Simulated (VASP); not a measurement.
# AlN (wurtzite type) (P6_3mc) in VASP: a series of runs, part 2 of 2

VASP 6.6.1. The steps go on from the part before.

## Step 3: Relaxation of cell and atoms, PBE

This run uses another cell than the first one, of 10.00 Å³/atom.

Contents of INCAR:

```
SYSTEM = AlN
ALGO = Normal
EDIFF = 1E-6
EDIFFG = -0.005
ENCUT = 600
GGA = PE
IBRION = 2
ISIF = 3
ISMEAR = -1
LASPH = .True.
LCHARG = .False.
LREAL = .False.
LWAVE = .False.
NELM = 100
NSW = 60
PREC = Accurate
SIGMA = 0.02
```

Contents of KPOINTS:

```
k-points
0
Gamma
  12 12 7
  0 0 0
```

Contents of POSCAR:

```
AlN
1.0
    3.0486945782      0.0000000000      0.0000000000
   -1.5243472891      2.6402469531      0.0000000000
    0.0000000000      0.0000000000      4.9693721624
Al N
2 2
Direct
    0.3333333333      0.6666666667      0.0000000000
    0.6666666667      0.3333333333      0.5000000000
    0.3333333333      0.6666666667      0.3760000000
    0.6666666667      0.3333333333      0.8760000000
```

Potentials or basis: VASP PAW PBE potentials, release 64 (Al, N).

Started as:

```bash
cat potpaw_PBE.64/Al/POTCAR potpaw_PBE.64/N/POTCAR > POTCAR
mpirun -np 1 vasp_std > vasp.out
```

OUTCAR:

```text
SYSTEM = AlN
   EDIFF = 1E-6
   EDIFFG = -0.005
   ENCUT = 600
   GGA = PE
   IBRION = 2
   ISIF = 3
   ISMEAR = -1
   LASPH = .True.
   LREAL = .False.
   NELM = 100
   NSW = 60
   PREC = Accurate

 ion  position               nearest neighbor table
   1  0.333  0.667  0.000-   4 1.86   4 1.86   4 1.86   3 1.87   2 3.04   2 3.04   2 3.04   2 3.04
                             2 3.04   2 3.04
   2  0.667  0.333  0.500-   3 1.86   3 1.86   3 1.86   4 1.87   1 3.04   1 3.04   1 3.04   1 3.04
                             1 3.04   1 3.04
   3  0.333  0.667  0.376-   2 1.86   2 1.86   2 1.86   1 1.87
   4  0.667  0.333  0.876-   1 1.86   1 1.86   1 1.86   2 1.87

  LATTYP: Found a hexagonal cell.
 ALAT       =     3.0486945782
 C/A-ratio  =     1.6300000000

  Lattice vectors:

 A1 = (   3.0486945782,   0.0000000000,   0.0000000000)
 A2 = (  -1.5243472891,   2.6402469531,   0.0000000000)
 A3 = (   0.0000000000,   0.0000000000,   4.9693721624)

Analysis of symmetry for initial positions (statically):
=====================================================================
 Subroutine PRICEL returns:
 Original cell was already a primitive cell.

 Routine SETGRP: Setting up the symmetry group for a
 hexagonal supercell.

 Subroutine GETGRP returns: Found 12 space group operations
 (whereof  6 operations were pure point group operations)
 out of a pool of 24 trial point group operations.

The static configuration has the point symmetry C_3v.
 The point group associated with its full space group is C_6v.

Analysis of symmetry for dynamics (positions and initial velocities):
=====================================================================
 Subroutine PRICEL returns:
 Original cell was already a primitive cell.

 Routine SETGRP: Setting up the symmetry group for a
 hexagonal supercell.

 Subroutine GETGRP returns: Found 12 space group operations
 (whereof  6 operations were pure point group operations)
[... 158 lines left out ...]

  FORCE on cell =-STRESS in cart. coord.  units (eV):
  Direction    XX          YY          ZZ          XY          YZ          ZX
  --------------------------------------------------------------------------------------
  -------------------------------------------------------------------------------------
  Total        3.6989082      3.6989082      2.7366136      0.0000000      0.0000000     -0.0000000
  in kB      148.1576706    148.1576706    109.6135070      0.0000000      0.0000000     -0.0000000
  external PRESSURE =     135.3096161 kB  Pullay stress =       0.0000000 kB
[... 95 lines left out ...]
  FREE ENERGIE OF THE ION-ELECTRON SYSTEM (eV)
  ---------------------------------------------------
  free  energy   TOTEN  =       -29.7767351477 eV

  energy  without entropy=      -29.7767351477  energy(sigma->0) =      -29.77673515

[... ionic steps 4 to 7 ...]

--------------------------------------- Ionic step        8  -------------------------------------------

 number of electron      15.9999998 magnetization

------------------------ aborting loop because EDIFF is reached ----------------------------------------
[... 71 lines left out ...]
--------------------------------------- Ionic step       10  -------------------------------------------

 number of electron      15.9999998 magnetization

 Free energy of the ion-electron system (eV)
  ---------------------------------------------------
  ext. energy  EPLUGINS =         0.00000000
  ---------------------------------------------------
  free energy    TOTEN  =       -29.78052513 eV

  energy without entropy =      -29.78052513  energy(sigma->0) =      -29.78052513

 E-fermi :   6.3556     XC(G=0): -10.8350

 val. band max:        5.9847171075   @ k =   0.0000   0.0000   0.0000
 cond. band min:      10.0412971846   @ k =   0.0000   0.0000   0.0000
 fundamental gap:      4.0565800772
 Fermi energy:         6.3556033456

 k-point     1 :       0.0000    0.0000    0.0000
  band No.  band energies     occupation
      1      -9.0974      2.00000
      2      -7.0076      2.00000
      3       0.0693      2.00000
      4       5.1332      2.00000
      5       5.1332      2.00000
      6       5.7772      2.00000
      7       5.7772      2.00000
      8       5.9847      2.00000
      9      10.0413      0.00000
     10      12.5026      0.00000
     11      16.4556      0.00000
     12      17.0178      0.00000
[... 331 lines left out ...]
 k-point    24 :       0.3333   -0.0000    0.1429
  band No.  band energies     occupation
      1      -7.8240      2.00000
      2      -6.5794      2.00000
      3       1.1759      2.00000
      4       2.0576      2.00000
      5       2.6479      2.00000
      6       4.2184      2.00000
      7       5.1914      2.00000
      8       5.3608      2.00000
      9      11.8439      0.00000
     10      12.5888      0.00000
     11      14.2392      0.00000
     12      16.0528      0.00000

 [... further k-points ...]

------------------------ aborting loop because EDIFF is reached ----------------------------------------

  FORCE on cell =-STRESS in cart. coord.  units (eV):
  Direction    XX          YY          ZZ          XY          YZ          ZX
  --------------------------------------------------------------------------------------
  -------------------------------------------------------------------------------------
  Total       -0.0028386     -0.0028386      0.0151548      0.0000000     -0.0000000      0.0000000
  in kB       -0.1070037     -0.1070037      0.5712780      0.0000000     -0.0000000      0.0000000
  external PRESSURE =       0.1190902 kB  Pullay stress =       0.0000000 kB
[... 19 lines left out ...]
  FREE ENERGIE OF THE ION-ELECTRON SYSTEM (eV)
  ---------------------------------------------------
  free  energy   TOTEN  =       -29.7805251302 eV

  energy  without entropy=      -29.7805251302  energy(sigma->0) =      -29.78052513

 reached required accuracy - stopping structural energy minimisation
```

It took 64 s on 1 thread of Intel Xeon 6975P-C (Granite Rapids), shared host; peak memory 0.18 GiB.

What came out:

```yaml
Free_energy: -29.7805 eV
Relaxed_volume: 10.63 Å³/atom
Relaxed_cell: a = 3.129 Å, b = 3.129 Å, c = 5.014 Å, α = 90.00°, β = 90.00°, γ = 120.00°
Space_group_after_relaxing_to_0.1_Å: P6_3mc (No. 186)
Energy_gained_by_relaxing: 27.7 meV/atom
Ionic_steps: 10
Pressure_after_relaxing: 0.0 GPa
Largest_force_after_relaxing: 0.004 eV/Å
Band_gap_on_the_k_mesh: 4.06 eV
```

Forces on the atoms (eV/Å):
```
Al   0.000  0.000  0.004
Al   0.000  0.000  0.004
N    0.000  0.000 -0.004
N    0.000  0.000 -0.004
```

The path:
| step | energy change (eV) | largest force (eV/Å) | pressure (GPa) | volume (Å³) |
| --- | --- | --- | --- | --- |
| 1 | 0.0000 | 0.1860 | 13.53 | 40.00 |
| 2 | -0.0245 | 0.0405 | -10.14 | 45.09 |
| 3 | -0.1071 | 0.1065 | -0.30 | 42.60 |
| 4 | -0.1071 | 0.1081 | -0.09 | 42.55 |
| 5 | -0.1100 | 0.0527 | 0.03 | 42.51 |
| 6 | -0.1109 | 0.0069 | 0.13 | 42.48 |
| 7 | -0.1109 | 0.0047 | 0.14 | 42.47 |
| 8 | -0.1109 | 0.0011 | 0.15 | 42.47 |
| 9 | -0.1109 | 0.0091 | -0.13 | 42.53 |
| 10 | -0.1109 | 0.0041 | 0.01 | 42.50 |

Final structure:
```cif
data_structure
_symmetry_space_group_name_H-M 'P 1'
_symmetry_Int_Tables_number 1
_cell_length_a 3.1287
_cell_length_b 3.1287
_cell_length_c 5.0137
_cell_angle_alpha 90.000
_cell_angle_beta 90.000
_cell_angle_gamma 120.000
_cell_volume 42.50
loop_
_atom_site_label
_atom_site_type_symbol
_atom_site_fract_x
_atom_site_fract_y
_atom_site_fract_z
_atom_site_occupancy
Al1 Al 0.33333 0.66667 0.99716 1
Al2 Al 0.66667 0.33333 0.49716 1
N1 N 0.33333 0.66667 0.37884 1
N2 N 0.66667 0.33333 0.87884 1
```

Caveat: an odd mesh through Γ misses points on the zone boundary, where band edges can lie.
